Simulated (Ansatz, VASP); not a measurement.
# Two plane-wave programs on LiF

Contents of INCAR:

```
  ALGO = Normal
  EDIFF = 1E-7
  ENCUT = 520
  ISIF = 2
  ISMEAR = 0
  LASPH = T
  LCHARG = F
  LREAL = F
  LWAVE = F
  NBANDS = 18
  NELM = 60
  PREC = Accurate
  SIGMA = 0.05
```

Contents of KPOINTS:

```
k-points
0
Gamma
  9 9 6
```

Contents of POSCAR:

```
LiF
1.0
    3.0609398175      0.0076523495      0.0000000000
   -1.5238427796      2.6470254666      0.0000000000
    0.0000000000      0.0000000000      4.8073245700
Li F
2 2
Direct
    0.3333333333      0.6666666667      0.3811542600
    0.6666666667      0.3333333333      0.8811542600
    0.3333333333      0.6666666667      0.9938437400
    0.6666666667      0.3333333333      0.4938437400
```

Input for Ansatz:

```yaml
crystal:
  lattice:
    - [3.0609398175, 0.0076523495, 0.0]
    - [-1.5238427796, 2.6470254666, 0.0]
    - [0.0, 0.0, 4.80732457]
  atoms:
    - { symbol: Li, position: [0.3333333333, 0.6666666667, 0.38115426] }
    - { symbol: Li, position: [0.6666666667, 0.3333333333, 0.88115426] }
    - { symbol: F, position: [0.3333333333, 0.6666666667, 0.99384374] }
    - { symbol: F, position: [0.6666666667, 0.3333333333, 0.49384374] }
basis:
  ecutwfc: 420
kpoints:
  mp_grid: { grid: [9, 9, 6] }
hamiltonian:
  xc: lda
scf:
  occupations: { method: gaussian, width: 0.05 }
output:
  forces: true
  stress: true
  eigenvalues: true
```

Change from the starting cell: strain +0.0050 x Voigt [0, 0, 0, 0, 0, 1], atoms carried along.

Alike in both runs: task single point; functional LDA; k mesh 9 × 9 × 6; occupations gaussian, width 0.05 eV; no spin polarisation.

```csv
,VASP,Ansatz
version,VASP 6.6.1,Ansatz 0.2.0
potentials or method,"VASP PAW LDA potentials, release 64 (Li_sv, F), cutoff 520 eV","scalar-relativistic, plane waves, PAW"
valence electrons in the cell,20,20
```

```tsv
	VASP	Ansatz	Ansatz less VASP
gap on the k mesh at the Fermi level (eV)	7.59	7.60	+0.016
least direct gap on the mesh (eV)	7.59	7.60	+0.016
rms of the force components (eV/Å)	0.010	0.010	+0.0003
```

LDA's correlation is that of Perdew and Zunger in VASP and of Perdew and Wang (1992) in Ansatz. Atom by atom the forces differ by 0.001 eV/Å (rms over components).

Noted on VASP's run: the cutoff is short for stress, so the pressure is rough.
